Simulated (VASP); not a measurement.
# Ge5P (P-62m) in VASP: notebook, part 2 of 2

VASP 6.6.1. The steps go on from the part before.

## 4. Relaxation of cell and atoms, PBE

This run uses another cell than the first one, of 18.52 Å³/atom, 0.997 times its volume.

INCAR reads:

```
PREC = Accurate ; ENCUT = 600
EDIFF = 1E-6 ; ISMEAR = 0
SIGMA = 0.1 ; LREAL = F
LASPH = T ; NELM = 60
ALGO = Normal ; ISIF = 3
LWAVE = F ; LCHARG = F
GGA = PE ; IBRION = 2
NSW = 90 ; EDIFFG = -0.04
```

KPOINTS reads:

```
regular mesh
0
Gamma
  6 6 4
```

POSCAR reads:

```
Ge5P
1.0
    5.0667279782      0.0000000000      0.0000000000
   -2.5333639891      4.3879151432      0.0000000000
    0.0000000000      0.0000000000      4.9980669714
Ge P
5 1
Direct
    0.6713551185      0.0000000000      0.0000000000
    0.0000000000      0.6713551185      0.0000000000
    0.3286448815      0.3286448815      0.0000000000
    0.3333333333      0.6666666667      0.5000000000
    0.6666666667      0.3333333333      0.5000000000
    0.0000000000      0.0000000000      0.5000000000
```

Potentials or basis: VASP PAW PBE potentials, release 64 (Ge_d, P).

Launch:

```
> cat potpaw_PBE.64/Ge_d/POTCAR potpaw_PBE.64/P/POTCAR > POTCAR
> mpirun -np 1 vasp_std > vasp.out
```

OUTCAR:

```text
PREC = Accurate
   ENCUT = 600
   EDIFF = 1E-6
   ISMEAR = 0
   LREAL = F
   LASPH = T
   NELM = 60
   ISIF = 3
   GGA = PE
   IBRION = 2
   NSW = 90
   EDIFFG = -0.04

 ion  position               nearest neighbor table
   1  0.671  0.000  0.000-   3 2.88   2 2.88
   2  0.000  0.671  0.000-   1 2.88   3 2.88
   3  0.329  0.329  0.000-   1 2.88   2 2.88
   4  0.333  0.667  0.500-   6 2.93   6 2.93   6 2.93
   5  0.667  0.333  0.500-   6 2.93   6 2.93   6 2.93
   6  0.000  0.000  0.500-   4 2.93   5 2.93   5 2.93   4 2.93   5 2.93   4 2.93

  LATTYP: Found a hexagonal cell.
 ALAT       =     5.0667279782
 C/A-ratio  =     0.9864486495

  Lattice vectors:

 A1 = (   5.0667279782,   0.0000000000,   0.0000000000)
 A2 = (  -2.5333639891,   4.3879151432,   0.0000000000)
 A3 = (   0.0000000000,   0.0000000000,   4.9980669714)

Analysis of symmetry for initial positions (statically):
=====================================================================
 Subroutine PRICEL returns:
 Original cell was already a primitive cell.

 Routine SETGRP: Setting up the symmetry group for a
 hexagonal supercell.

 Subroutine GETGRP returns: Found 12 space group operations
 (whereof 12 operations were pure point group operations)
 out of a pool of 24 trial point group operations.

The static configuration has the point symmetry D_3h.

Analysis of symmetry for dynamics (positions and initial velocities):
=====================================================================
 Subroutine PRICEL returns:
 Original cell was already a primitive cell.

 Routine SETGRP: Setting up the symmetry group for a
 hexagonal supercell.

 Subroutine GETGRP returns: Found 12 space group operations
 (whereof 12 operations were pure point group operations)
 out of a pool of 24 trial point group operations.

The dynamic configuration has the point symmetry D_3h.

 Subroutine INISYM returns: Found 12 space group operations
 (whereof 12 operations are pure point group operations),
 and found     1 'primitive' translations

----------------------------------------------------------------------------------------

                                     Primitive cell

  volume of cell :     111.1189

  direct lattice vectors                    reciprocal lattice vectors
     5.066727978  0.000000000  0.000000000     0.197366033  0.113949332  0.000000000
    -2.533363989  4.387915143  0.000000000     0.000000000  0.227898664  0.000000000
     0.000000000  0.000000000  4.998066971     0.000000000  0.000000000  0.200077351

  length of vectors
     5.066727978  5.066727978  4.998066971     0.227898664  0.227898664  0.200077351

  position of ions in fractional coordinates (direct lattice)
     0.671355119  0.000000000  0.000000000
     0.000000000  0.671355119  0.000000000
     0.328644881  0.328644881  0.000000000
     0.333333333  0.666666667  0.500000000
     0.666666667  0.333333333  0.500000000
     0.000000000  0.000000000  0.500000000

  ion indices of the primitive-cell ions
   primitive index   ion index
                 1           1
                 2           2
                 3           3
                 4           4
                 5           5
                 6           6

----------------------------------------------------------------------------------------

 KPOINTS: regular mesh

Automatic generation of k-mesh.
 Grid dimensions read from file:
 generate k-points for:    6    6    4

 Generating k-lattice:

  Cartesian coordinates                     Fractional coordinates (reciprocal lattice)
     0.032894339  0.018991555  0.000000000     0.166666667  0.000000000  0.000000000
     0.000000000  0.037983111  0.000000000     0.000000000  0.166666667  0.000000000
     0.000000000  0.000000000  0.050019338     0.000000000  0.000000000  0.250000000

  Length of vectors
     0.037983111  0.037983111  0.050019338

  Shift w.r.t. Gamma in fractional coordinates (k-lattice)
     0.000000000  0.000000000  0.000000000

 Subroutine IBZKPT returns following result:
 ===========================================

 Found     21 irreducible k-points:

 Following reciprocal coordinates:
            Coordinates               Weight
  0.000000  0.000000  0.000000      1.000000
  0.166667  0.000000  0.000000      6.000000
  0.333333  0.000000  0.000000      6.000000
  0.500000  0.000000  0.000000      3.000000
  0.166667  0.166667  0.000000      6.000000
  0.333333  0.166667  0.000000     12.000000
[... 13 lines left out ...]
  0.333333  0.166667  0.500000     12.000000
  0.333333  0.333333  0.500000      2.000000
   k-points           NKPTS =     21   k-points in BZ     NKDIM =     21   number of bands    NBANDS=     45
   number of dos      NEDOS =    301   number of ions     NIONS =      6
   total plane-waves  NPLWV =  64000
   dimension x,y,z NGX =    40 NGY =   40 NGZ =   40
   dimension x,y,z NGXF=    80 NGYF=   80 NGZF=   80
   ions per type =               5   1
   NGX,Y,Z   is equivalent  to a cutoff of  13.12, 13.12, 13.30 a.u.
   NGXF,Y,Z  is equivalent  to a cutoff of  26.25, 26.25, 26.61 a.u.
 SYSTEM =  unknown system
   PREC   = accura    normal or accurate (medium, high low for compatibility)
   ISTART =      0    job   : 0-new  1-cont  2-samecut
   ICHARG =      2    charge: 1-file 2-atom 10-const
   ISPIN  =      1    spin polarized calculation?
   LNONCOLLINEAR =      F non collinear calculations
   LSORBIT =      F    spin-orbit coupling
   LASPH  =      T    aspherical Exc in radial PAW
   ENCUT  =  600.0 eV  44.10 Ry    6.64 a.u.  10.12 10.12  9.98*2*pi/ulx,y,z
   NELM   =     60;   NELMIN=  2; NELMDL= -5     # of ELM steps
   EDIFF  = 0.1E-05   stopping-criterion for ELM
   LREAL  =      F    real-space projection
   EDIFFG = -.4E-01   stopping-criterion for IOM
   NSW    =     90    number of steps for IOM
   IBRION =      2    ionic relax: 0-MD 1-quasi-New 2-CG
   NFREE  =      1    steps in history (QN), initial steepest desc. (CG)
   ISIF   =      3    stress and relaxation
   ISYM   =      2    0-nonsym 1-usesym 2-fastsym
   POTIM  = 0.5000    time-step for ionic-motion
   TEBEG  =    0.0;   TEEND  =   0.0 temperature during run
   PSTRESS=    0.0 pullay stress
   NELECT =      75.0000    total number of electrons
   NUPDOWN=      -1.0000    fix difference up-down
   EMIN   =  10.00;   EMAX   =-10.00  energy-range for DOS
   EFERMI =   0.00;   METHOD = LEGACY
   ISMEAR =     0;   SIGMA  =   0.10  broadening in eV -4-tet -1-fermi 0-gaus
   EFERMI_NEDOS =   21; number of points for ismear=-14 and -15
   IALGO  =     38    algorithm
   IMIX   =      4    mixing-type and parameters
     AMIX     =   0.40;   BMIX     =  1.00
     AMIX_MAG =   1.60;   BMIX_MAG =  1.00
  volume/ion in A,a.u.               =      18.52       124.98
  Fermi-wavevector in a.u.,A,eV,Ry     =   1.436038  2.713718 28.058008  2.062205
  Thomas-Fermi vector in A             =   2.555270
   LORBIT       =      0    0 simple, 1 ext, 2 COOP (PROOUT), +10 PAW based schemes
   GGA     = PE    functional components
   LHFCALC =     F    Hartree Fock is set to
   AEXX    =    0.0000 exact exchange contribution
   IVDW    =     0    specifies the selected vdW correction
   LEPSILON=     F    determine dielectric tensor
   LRPA    =     F    only Hartree local field effects (RPA)
 conjugate gradient relaxation of ions
 non-spin polarized calculation
 Gauss-broadening in eV      SIGMA  =   0.10
  energy-cutoff  :      600.00
  volume of cell :      111.12
 maximum number of plane-waves:      3769
   NGX = 21   NGY = 21   NGZ = 19

--------------------------------------- Ionic step        1  -------------------------------------------

 number of electron      74.9999972 magnetization

 Free energy of the ion-electron system (eV)
  ---------------------------------------------------
  ext. energy  EPLUGINS =         0.00000000
  ---------------------------------------------------
  free energy    TOTEN  =       -25.38075636 eV

  energy without entropy =      -25.35587589  energy(sigma->0) =      -25.36831613

------------------------ aborting loop because EDIFF is reached ----------------------------------------

  FORCE on cell =-STRESS in cart. coord.  units (eV):
  Direction    XX          YY          ZZ          XY          YZ          ZX
  --------------------------------------------------------------------------------------
  -------------------------------------------------------------------------------------
  Total        1.5609863      1.5609863     -2.4731592      0.0000000      0.0000000      0.0000000
  in kB       22.5072171     22.5072171    -35.6594610      0.0000000      0.0000000      0.0000000
  external PRESSURE =       3.1183244 kB  Pullay stress =       0.0000000 kB
[... 265 lines left out ...]
  energy  without entropy=      -25.4632784872  energy(sigma->0) =      -25.47703590

--------------------------------------- Ionic step        8  -------------------------------------------

 number of electron      74.9999970 magnetization

 Free energy of the ion-electron system (eV)
  ---------------------------------------------------
  ext. energy  EPLUGINS =         0.00000000
  ---------------------------------------------------
  free energy    TOTEN  =       -25.49257784 eV

  energy without entropy =      -25.46564852  energy(sigma->0) =      -25.47911318

 E-fermi :   6.9710     XC(G=0): -11.2249

 val. band max:        6.9617576634   @ k =   0.1667   0.0000   0.2500
 cond. band min:       6.9760549147   @ k =   0.3333   0.0000   0.2500
 fundamental gap:      0.0142972512
 Fermi energy:         6.9710006729

 k-point     1 :       0.0000    0.0000    0.0000
  band No.  band energies     occupation
      1     -17.9224      2.00000
      2     -17.9119      2.00000
      3     -17.9119      2.00000
      4     -17.9111      2.00000
      5     -17.9111      2.00000
      6     -17.8929      2.00000
[... 1030 lines left out ...]
  FREE ENERGIE OF THE ION-ELECTRON SYSTEM (eV)
  ---------------------------------------------------
  free  energy   TOTEN  =       -25.4925778449 eV

  energy  without entropy=      -25.4656485167  energy(sigma->0) =      -25.47911318

 reached required accuracy - stopping structural energy minimisation
```

OSZICAR:

```text
N       E                     dE             d eps       ncg     rms          rms(c)
DAV:   1     0.821001416384E+03    0.82100E+03   -0.37753E+04  2167   0.496E+03
DAV:   2     0.130015136625E+03   -0.69099E+03   -0.67563E+03  1890   0.106E+03
DAV:   3    -0.132137773106E+02   -0.14323E+03   -0.13931E+03  1995   0.252E+02
DAV:   4    -0.251266434091E+02   -0.11913E+02   -0.11528E+02  2234   0.753E+01
[... 72 lines left out ...]
DAV:   3    -0.254925876040E+02    0.94496E-04   -0.99247E-04  2744   0.448E-01    0.262E-02
DAV:   4    -0.254925826903E+02    0.49137E-05   -0.12697E-04  2186   0.171E-01    0.948E-03
DAV:   5    -0.254925795457E+02    0.31446E-05   -0.14415E-05  2066   0.502E-02    0.528E-03
DAV:   6    -0.254925779033E+02    0.16424E-05   -0.27003E-06  1477   0.229E-02    0.116E-03
DAV:   7    -0.254925778449E+02    0.58437E-07   -0.39269E-07  1070   0.750E-03
   8 F= -.25492578E+02 E0= -.25479113E+02  d E =-.363633E-02
```

CONTCAR:

```text
Ge5P
   1.00000000000000
     5.1898183898985364   -0.0000000000000000    0.0000000000000000
    -2.5949091949492682    4.4945145666941890   -0.0000000000000000
    -0.0000000000000000    0.0000000000000000    4.7669729159322403
  Ge              P
     5     1
Direct
     0.6756824540843088    0.0000000000000000    0.0000000000000000
     0.0000000000000000    0.6756824540843088    0.0000000000000000
     0.3243175459156912    0.3243175459156912    1.0000000000000000
     0.3333333332999970    0.6666666667000030    0.5000000000000000
     0.6666666667000030    0.3333333332999970    0.5000000000000000
     0.0000000000000000    0.0000000000000000    0.5000000000000000

  0.00000000E+00  0.00000000E+00  0.00000000E+00
  0.00000000E+00  0.00000000E+00  0.00000000E+00
  0.00000000E+00  0.00000000E+00  0.00000000E+00
  0.00000000E+00  0.00000000E+00  0.00000000E+00
  0.00000000E+00  0.00000000E+00  0.00000000E+00
  0.00000000E+00  0.00000000E+00  0.00000000E+00
```

Run time: 12 min. Hardware: 1 thread of Oxide Virtual Turin-like, shared host; peak memory 0.27 GiB.

What came out:

- Free energy: -25.4926 eV
- Relaxed volume: 18.53 Å³/atom
- Relaxed cell: a = 5.190 Å, b = 5.190 Å, c = 4.767 Å, α = 90.00°, β = 90.00°, γ = 120.00°
- Space group after relaxing (to 0.05 Å): P-62m (No. 189)
- Energy gained by relaxing: 18.6 meV/atom
- Ionic steps: 8
- Pressure after relaxing: 0.2 GPa
- Largest force after relaxing: 0.035 eV/Å

Forces on the atoms (eV/Å):
```
Ge   0.035  0.000  0.000
Ge  -0.017  0.030  0.000
Ge  -0.017 -0.030  0.000
Ge   0.000  0.000  0.000
Ge   0.000  0.000  0.000
P    0.000  0.000  0.000
```

The path:
| step | energy change (eV) | largest force (eV/Å) | pressure (GPa) | volume (Å³) |
| --- | --- | --- | --- | --- |
| 1 | 0.0000 | 0.0219 | 0.31 | 111.12 |
| 2 | -0.0832 | 0.0165 | -0.44 | 111.66 |
| 3 | -0.0974 | 0.0405 | -0.57 | 111.84 |
| 4 | -0.1059 | 0.0958 | -0.44 | 112.16 |
| 5 | -0.1082 | 0.0877 | 0.15 | 111.17 |
| 6 | -0.1082 | 0.0866 | 0.20 | 111.06 |
| 7 | -0.1100 | 0.0668 | 0.22 | 111.11 |
| 8 | -0.1118 | 0.0347 | 0.20 | 111.19 |

Final structure:
```xyz
6
Lattice="5.1898 0.0000 0.0000 -2.5949 4.4945 0.0000 0.0000 0.0000 4.7670" Properties=species:S:1:pos:R:3 pbc="T T T"
Ge    3.5067    0.0000    0.0000
Ge   -1.7533    3.0369    0.0000
Ge    0.8416    1.4577    4.7670
Ge    0.0000    2.9963    2.3835
Ge    2.5949    1.4982    2.3835
P     0.0000    0.0000    2.3835
```

Levels at points of the mesh, in eV from the Fermi level:
```tsv
k point	band 34	band 35	band 36	band 37	band 38	band 39	band 40	band 41	band 42	band 43
(0.00, 0.00, 0.00)	-4.23	-0.99	-0.75	-0.75	-0.37	0.03	0.63	0.63	0.83	0.83
(0.50, 0.00, 0.00)	-2.80	-1.77	-1.22	-1.17	-0.78	0.29	0.30	1.05	2.10	3.99
(0.00, 0.00, 0.50)	-4.01	-3.47	-2.68	-2.68	-2.49	-2.49	0.89	1.37	4.89	5.57
(0.50, 0.00, 0.50)	-0.51	-0.13	-0.09	0.51	1.40	1.69	1.93	2.06	3.20	3.28
```

## 5. Single point, PBE

This run uses another cell than the first one, of the same volume but with other edges.

INCAR reads:

```
  PREC = Accurate
  ENCUT = 520
  EDIFF = 1E-6
  ISMEAR = 0
  SIGMA = 0.1
  LREAL = False
  LASPH = True
  NELM = 80
  ALGO = Normal
  ISIF = 2
  LWAVE = False
  LCHARG = False
  GGA = PE
  NBANDS = 46
```

KPOINTS reads:

```
Automatic mesh
0
Gamma
  12 12 8
```

POSCAR reads:

```
Ge5P
1.0
    5.1340827400      0.0000000000      0.0000000000
   -2.5670413700      4.4462460780      0.0000000000
    0.0000000000      0.0000000000      4.8882835981
Ge P
5 1
Direct
    0.6763933184      0.0000000000      0.0000000000
    0.0000000000      0.6763933184      0.0000000000
    0.3236066816      0.3236066816      0.0000000000
    0.3333333333      0.6666666667      0.5000000000
    0.6666666667      0.3333333333      0.5000000000
    0.0000000000      0.0000000000      0.5000000000
```

Launch:

```
> cat potpaw_PBE.64/Ge_d/POTCAR potpaw_PBE.64/P/POTCAR > POTCAR
> mpirun -np 1 vasp_std > vasp.out
```

Wall time 6.5 min (1 thread of Oxide Virtual Turin-like, shared host); peak memory 0.44 GiB.

The run converged. Its results:

| Property | Result |
| --- | --- |
| Free energy | -25.6312 eV |
| Pressure | 0.1 GPa |

Forces on the atoms (eV/Å):
```
Ge  -0.003  0.000  0.000
Ge   0.001 -0.002  0.000
Ge   0.001  0.002  0.000
Ge   0.000  0.000  0.000
Ge   0.000  0.000  0.000
P    0.000  0.000  0.000
```

Levels at points of the mesh, in eV from the Fermi level:
```tsv
k point	band 34	band 35	band 36	band 37	band 38	band 39	band 40	band 41	band 42	band 43
(0.00, 0.00, 0.00)	-4.07	-1.13	-0.95	-0.95	-0.24	-0.09	0.40	0.40	0.98	0.98
(0.50, 0.00, 0.00)	-2.98	-2.02	-1.11	-0.89	-0.47	0.58	0.62	1.11	2.50	3.97
(0.00, 0.00, 0.50)	-3.88	-3.21	-2.65	-2.65	-2.37	-2.37	0.41	0.88	4.52	5.48
(0.50, 0.00, 0.50)	-0.30	0.08	0.08	0.82	1.54	1.67	1.96	2.21	2.90	3.29
```

## 6. The runs side by side

```csv
task,cell,k mesh,cutoff (eV),gap on the mesh (eV),pressure (GPa),relaxed volume (Å³/atom),largest force (eV/Å)
single point,"a = 5.189, b = 5.189, c = 4.781 Å, angles 90.0, 90.0, 120.0°, 6 atoms",6 × 6 × 4,520,none,-0.1,-,0.04
relaxation of cell and atoms,"relaxed from a = 5.759, b = 5.759, c = 5.407 Å, angles 90.0, 90.0, 120.0°, 6 atoms",3 × 3 × 4,600,none,-0.1,18.52,-
relaxation of cell and atoms,"relaxed from a = 5.067, b = 5.067, c = 4.998 Å, angles 90.0, 90.0, 120.0°, 6 atoms",6 × 6 × 4,600,none,0.2,18.53,0.03
single point,"a = 5.134, b = 5.134, c = 4.888 Å, angles 90.0, 90.0, 120.0°, 6 atoms",12 × 12 × 8,520,none,0.1,-,-
```

Alike in all rows: level PBE; potentials or basis VASP PAW PBE potentials, release 64 (Ge_d, P); no spin polarisation; smearing gaussian 0.1 eV.

Caveats: some runs use coarse meshes; the volume moved by over 15 % at a fixed basis, so the end points are rough (some runs).

Absolute energies hang on the potentials; compare differences alone.
